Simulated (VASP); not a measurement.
# Al2P (Pmmm) in VASP: single point with PBE

Aim: the single point of Al2P with PBE.

Program: VASP 6.6.1. These are calculated values, not measurements. Logs are shortened: lines on timing, memory, paths and dates and some standing lists are left out, and cuts for length are marked.

### 1 The cell of the first run

Symmetry: Pmmm, No. 47, orthorhombic system. The conventional cell has a = 2.756 Å, b = 3.642 Å, c = 6.041 Å, α = 90.00°, β = 90.00°, γ = 90.00°. Within 3.4 Å of Al (site symmetry mm2) lie 2 P at 2.48 Å and 4 Al at 2.69 to 3.35 Å. P (site symmetry mmm) has 4 Al at 2.48 Å and 2 P at 2.76 Å within 3.3 Å.

### 2 Single point, PBE

Input file POSCAR:

```
Al2P
1.0
    2.7562534186      0.0000000000      0.0000000000
    0.0000000000      3.6420220223      0.0000000000
    0.0000000000      0.0000000000      6.0405472199
Al P
2 1
Direct
    0.5000000000      0.0000000000      0.2224811008
    0.5000000000      0.0000000000      0.7775188992
    0.5000000000      0.5000000000      0.5000000000
```

Input file INCAR.step1:

```
SYSTEM = Al2P
PREC = Accurate
ENCUT = 520
EDIFF = 1E-6
ISMEAR = 0
SIGMA = 0.1
LREAL = .FALSE.
LASPH = .TRUE.
NELM = 80
ALGO = Normal
ISIF = 2
LWAVE = .FALSE.
LCHARG = .TRUE.
GGA = PE
NBANDS = 12
```

Input file KPOINTS.step1:

```
regular mesh
0
G
  18 12 8
  0 0 0
```

Input file INCAR.step2:

```
SYSTEM = Al2P
PREC = Accurate
ENCUT = 520
EDIFF = 1E-6
ISMEAR = -5
SIGMA = 0.1
LREAL = .FALSE.
LASPH = .TRUE.
NELM = 80
ALGO = Normal
ISIF = 2
LWAVE = .FALSE.
LCHARG = .FALSE.
GGA = PE
LORBIT = 11
NEDOS = 2001
ICHARG = 11
```

Input file KPOINTS.step2:

```
regular mesh
0
G
  27 18 12
  0 0 0
```

Potentials or basis: VASP PAW PBE potentials, release 64 (Al, P).

Run with:

```sh
cat potpaw_PBE.64/Al/POTCAR potpaw_PBE.64/P/POTCAR > POTCAR
cp INCAR.step1 INCAR
cp KPOINTS.step1 KPOINTS
mpirun -np 1 vasp_std > vasp.out
cp INCAR.step2 INCAR
cp KPOINTS.step2 KPOINTS
mpirun -np 1 vasp_std > vasp.out
```

OUTCAR:

```text
SYSTEM = Al2P
   PREC = Accurate
   ENCUT = 520
   EDIFF = 1E-6
   ISMEAR = -5
   LREAL = .FALSE.
   LASPH = .TRUE.
   NELM = 80
   ISIF = 2
   GGA = PE
   LORBIT = 11
   ICHARG = 11

 ion  position               nearest neighbor table
   1  0.500  0.000  0.222-   3 2.48   3 2.48   2 2.69   2 3.35
   2  0.500  0.000  0.778-   3 2.48   3 2.48   1 2.69   1 3.35
   3  0.500  0.500  0.500-   1 2.48   2 2.48   1 2.48   2 2.48

  LATTYP: Found a simple orthorhombic cell.
 ALAT       =     2.7562534186
 B/A-ratio  =     1.3213668953
 C/A-ratio  =     2.1915790396

  Lattice vectors:

 A1 = (   2.7562534186,   0.0000000000,   0.0000000000)
 A2 = (   0.0000000000,   3.6420220223,   0.0000000000)
 A3 = (   0.0000000000,   0.0000000000,   6.0405472199)

Analysis of symmetry for initial positions (statically):
=====================================================================
 Subroutine PRICEL returns:
 Original cell was already a primitive cell.

 Routine SETGRP: Setting up the symmetry group for a
 simple orthorhombic supercell.

 Subroutine GETGRP returns: Found  8 space group operations
 (whereof  8 operations were pure point group operations)
 out of a pool of  8 trial point group operations.

The static configuration has the point symmetry D_2h.

Analysis of symmetry for dynamics (positions and initial velocities):
=====================================================================
 Subroutine PRICEL returns:
 Original cell was already a primitive cell.

 Routine SETGRP: Setting up the symmetry group for a
 simple orthorhombic supercell.

 Subroutine GETGRP returns: Found  8 space group operations
 (whereof  8 operations were pure point group operations)
 out of a pool of  8 trial point group operations.

The dynamic configuration has the point symmetry D_2h.

 Subroutine INISYM returns: Found  8 space group operations
 (whereof  8 operations are pure point group operations),
 and found     1 'primitive' translations

----------------------------------------------------------------------------------------

                                     Primitive cell

  volume of cell :      60.6370

  direct lattice vectors                    reciprocal lattice vectors
     2.756253419  0.000000000  0.000000000     0.362811341  0.000000000  0.000000000
     0.000000000  3.642022022  0.000000000     0.000000000  0.274572749  0.000000000
     0.000000000  0.000000000  6.040547220     0.000000000  0.000000000  0.165547915

  length of vectors
     2.756253419  3.642022022  6.040547220     0.362811341  0.274572749  0.165547915

  position of ions in fractional coordinates (direct lattice)
     0.500000000  0.000000000  0.222481101
     0.500000000  0.000000000  0.777518899
     0.500000000  0.500000000  0.500000000

  ion indices of the primitive-cell ions
   primitive index   ion index
                 1           1
                 2           2
                 3           3

----------------------------------------------------------------------------------------

 KPOINTS: regular mesh

Automatic generation of k-mesh.
 Grid dimensions read from file:
 generate k-points for:   27   18   12

 Generating k-lattice:

  Cartesian coordinates                     Fractional coordinates (reciprocal lattice)
     0.013437457  0.000000000  0.000000000     0.037037037  0.000000000  0.000000000
     0.000000000  0.015254042  0.000000000     0.000000000  0.055555556  0.000000000
     0.000000000  0.000000000  0.013795660     0.000000000  0.000000000  0.083333333

  Length of vectors
     0.013437457  0.015254042  0.013795660

  Shift w.r.t. Gamma in fractional coordinates (k-lattice)
     0.000000000  0.000000000  0.000000000

 TETIRR: Found  17496 inequivalent tetrahedra from    34992

 Subroutine IBZKPT returns following result:
 ===========================================

 Found    980 irreducible k-points:

 Following reciprocal coordinates:
            Coordinates               Weight
  0.000000  0.000000  0.000000      1.000000
  0.037037  0.000000  0.000000      2.000000
  0.074074  0.000000  0.000000      2.000000
  0.111111  0.000000  0.000000      2.000000
  0.148148  0.000000  0.000000      2.000000
  0.185185  0.000000  0.000000      2.000000
[... 16 lines left out ...]
  0.296296  0.055556  0.000000      4.000000
  0.333333  0.055556  0.000000      4.000000
 [... further k-points ...]
   k-points           NKPTS =    980   k-points in BZ     NKDIM =    980   number of bands    NBANDS=      9
   number of dos      NEDOS =   2001   number of ions     NIONS =      3
   total plane-waves  NPLWV =  26880
   dimension x,y,z NGX =    20 NGY =   28 NGZ =   48
   dimension x,y,z NGXF=    40 NGYF=   56 NGZF=   96
   ions per type =               2   1
   NGX,Y,Z   is equivalent  to a cutoff of  12.06, 12.78, 13.21 a.u.
   NGXF,Y,Z  is equivalent  to a cutoff of  24.13, 25.56, 26.42 a.u.
 SYSTEM =  Al2P
   PREC   = accura    normal or accurate (medium, high low for compatibility)
   ISTART =      0    job   : 0-new  1-cont  2-samecut
   ICHARG =     11    charge: 1-file 2-atom 10-const
   ISPIN  =      1    spin polarized calculation?
   LNONCOLLINEAR =      F non collinear calculations
   LSORBIT =      F    spin-orbit coupling
   LASPH  =      T    aspherical Exc in radial PAW
   ENCUT  =  520.0 eV  38.22 Ry    6.18 a.u.   5.12  6.77 11.23*2*pi/ulx,y,z
   NELM   =     80;   NELMIN=  2; NELMDL=  0     # of ELM steps
   EDIFF  = 0.1E-05   stopping-criterion for ELM
   LREAL  =      F    real-space projection
   EDIFFG = 0.1E-04   stopping-criterion for IOM
   NSW    =      0    number of steps for IOM
   IBRION =     -1    ionic relax: 0-MD 1-quasi-New 2-CG
   NFREE  =      0    steps in history (QN), initial steepest desc. (CG)
   ISIF   =      2    stress and relaxation
   ISYM   =      2    0-nonsym 1-usesym 2-fastsym
   POTIM  = 0.5000    time-step for ionic-motion
   TEBEG  =    0.0;   TEEND  =   0.0 temperature during run
   PSTRESS=    0.0 pullay stress
   NELECT =      11.0000    total number of electrons
   NUPDOWN=      -1.0000    fix difference up-down
   EMIN   =  10.00;   EMAX   =-10.00  energy-range for DOS
   EFERMI =   0.00;   METHOD = LEGACY
   ISMEAR =    -5;   SIGMA  =   0.10  broadening in eV -4-tet -1-fermi 0-gaus
   EFERMI_NEDOS =   21; number of points for ismear=-14 and -15
   IALGO  =     38    algorithm
   IMIX   =      4    mixing-type and parameters
     AMIX     =   0.40;   BMIX     =  1.00
     AMIX_MAG =   1.60;   BMIX_MAG =  1.00
  volume/ion in A,a.u.               =      20.21       136.40
  Fermi-wavevector in a.u.,A,eV,Ry     =   0.926744  1.751292 11.685421  0.858854
  Thomas-Fermi vector in A             =   2.052739
   LORBIT       =     11    0 simple, 1 ext, 2 COOP (PROOUT), +10 PAW based schemes
   GGA     = PE    functional components
   LHFCALC =     F    Hartree Fock is set to
   AEXX    =    0.0000 exact exchange contribution
   IVDW    =     0    specifies the selected vdW correction
   LEPSILON=     F    determine dielectric tensor
   LRPA    =     F    only Hartree local field effects (RPA)
 non-spin polarized calculation
 Fermi weights with tetrahedron method with Bloechl corrections
  energy-cutoff  :      520.00
  volume of cell :       60.64
 maximum number of plane-waves:      1653

 number of electron      11.0000000 magnetization

 Free energy of the ion-electron system (eV)
  ---------------------------------------------------
  ext. energy  EPLUGINS =         0.00000000
  ---------------------------------------------------
  free energy    TOTEN  =       -12.32015717 eV

  energy without entropy =      -12.32015717  energy(sigma->0) =      -12.32015717

 E-fermi :   5.7482     XC(G=0):  -9.4066

 val. band max:        5.8792515315   @ k =   0.0741   0.3889   0.5000
 cond. band min:       5.5730598750   @ k =   0.0000   0.3333   0.5000
 fundamental gap:     -0.3061916565
 Fermi energy:         5.7482156720

 k-point     1 :       0.0000    0.0000    0.0000
  band No.  band energies     occupation
      1      -7.1172      2.00000
      2      -1.1162      2.00000
      3      -0.4956      2.00000
      4       2.9670      2.00000
      5       6.0722      0.00000
      6       7.5904      0.00000
      7       8.9251      0.00000
      8       9.5204      0.00000
      9      10.1557      0.00000

 k-point     2 :       0.0370    0.0000    0.0000
  band No.  band energies     occupation
      1      -7.0940      2.00000
      2      -1.0920      2.00000
      3      -0.4702      2.00000
      4       2.9860      2.00000
      5       6.0954      0.00000
      6       7.5988      0.00000
      7       8.9468      0.00000
      8       9.1788      0.00000
      9      10.1159      0.00000

 k-point     3 :       0.0741    0.0000    0.0000
  band No.  band energies     occupation
      1      -7.0243      2.00000
      2      -1.0196      2.00000
      3      -0.3943      2.00000
      4       3.0429      2.00000
      5       6.1647      0.00000
      6       7.6216      0.00000
      7       8.4051      0.00000
      8       9.0117      0.00000
      9      10.1790      0.00000

 k-point     4 :       0.1111    0.0000    0.0000
  band No.  band energies     occupation
      1      -6.9088      2.00000
      2      -0.8992      2.00000
      3      -0.2681      2.00000
      4       3.1368      2.00000
      5       6.2785      0.00000
      6       7.4770      0.00000
      7       7.6507      0.00000
      8       9.1194      0.00000
      9      10.3253      0.00000

 k-point     5 :       0.1481    0.0000    0.0000
  band No.  band energies     occupation
      1      -6.7484      2.00000
      2      -0.7318      2.00000
      3      -0.0924      2.00000
      4       3.2661      2.00000
      5       6.4067     -0.11064
      6       6.5365      0.00000
      7       7.6708      0.00000
      8       9.2690      0.00000
      9      10.5112      0.00000

 k-point     6 :       0.1852    0.0000    0.0000
  band No.  band energies     occupation
      1      -6.5446      2.00000
      2      -0.5183      2.00000
      3       0.1318      2.00000
      4       3.4282      2.00000
      5       5.5345      1.58367
      6       6.6413      0.00000
      7       7.6560      0.00000
      8       9.4594      0.00000
      9      10.6583      0.00000
[... 169 lines left out ...]
 k-point    21 :       0.2222    0.0556    0.0000
  band No.  band energies     occupation
      1      -6.2737      2.00000
      2      -0.2290      2.00000
      3       0.4042      2.00000
      4       3.3749      2.00000
      5       4.6219      2.00000
      6       7.1678      0.00000
      7       7.4024      0.00000
      8       9.7054      0.00000
      9      10.2051      0.00000

 k-point    22 :       0.2593    0.0556    0.0000
  band No.  band energies     occupation
      1      -5.9913      2.00000
      2       0.0703      2.00000
      3       0.7155      2.00000
      4       3.5974      2.00000
      5       3.7345      2.00000
      6       7.2651      0.00000
      7       7.3785      0.00000
      8       9.7861      0.00000
      9       9.8632      0.00000

 k-point    23 :       0.2963    0.0556    0.0000
  band No.  band energies     occupation
      1      -5.6770      2.00000
      2       0.4074      2.00000
      3       1.0504      2.00000
      4       2.9182      2.00000
      5       3.8417      2.00000
      6       6.9835      0.00000
      7       7.4939      0.00000
      8       9.1479      0.00000
      9      10.0367      0.00000

 k-point    24 :       0.3333    0.0556    0.0000
  band No.  band energies     occupation
      1      -5.3394      2.00000
      2       0.7758      2.00000
      3       1.3147      2.00000
      4       2.2837      2.00000
      5       4.0915      2.00000
      6       6.5702      0.00000
      7       7.2783      0.00000
      8       8.8849      0.00000
      9      10.2477      0.00000

 [... further k-points ...]
[... 5 lines left out ...]
  --------------------------------------------------------------------------------------
  -------------------------------------------------------------------------------------
  Total        0.1230728     -0.1108710     -0.1786529      0.0000000      0.0000000      0.0000000
  in kB        3.2518816     -2.9294801     -4.7204424      0.0000000      0.0000000      0.0000000
  external PRESSURE =      -1.4660136 kB  Pullay stress =       0.0000000 kB

 VOLUME and BASIS-vectors are now :
 -----------------------------------------------------------------------------
  energy-cutoff  :      520.00
  volume of cell :       60.64
      direct lattice vectors                 reciprocal lattice vectors
     2.756253419  0.000000000  0.000000000     0.362811341  0.000000000  0.000000000
     0.000000000  3.642022022  0.000000000     0.000000000  0.274572749  0.000000000
     0.000000000  0.000000000  6.040547220     0.000000000  0.000000000  0.165547915

 POSITION                                       TOTAL-FORCE (eV/Angst)
 -----------------------------------------------------------------------------------
      1.37813      0.00000      1.34391        -0.000000      0.000000      0.004615
      1.37813      0.00000      4.69664         0.000000      0.000000     -0.004615
      1.37813      1.82101      3.02027         0.000000      0.000000      0.000000
 -----------------------------------------------------------------------------------
    total drift:                                0.000000      0.000000      0.000000

  FREE ENERGIE OF THE ION-ELECTRON SYSTEM (eV)
  ---------------------------------------------------
  free  energy   TOTEN  =       -12.3201571718 eV

  energy  without entropy=      -12.3201571718  energy(sigma->0) =      -12.32015717

 total charge

# of ion       s       p       d       tot
------------------------------------------
    1        0.464   0.315   0.000   0.778
    2        0.464   0.315   0.000   0.778
    3        1.067   1.400   0.000   2.467
--------------------------------------------------
tot          1.994   2.030   0.000   4.024
```

It took 5.5 min on 1 thread of AMD EPYC 7R13 (Zen 3), shared host; peak memory 0.6 GiB.

What came out:

| Property | Result |
| --- | --- |
| Valence electrons inside the program's atomic spheres | Al 0.78; P 2.47 |

Caveat: tetrahedron occupations give inexact forces and stress in metals.
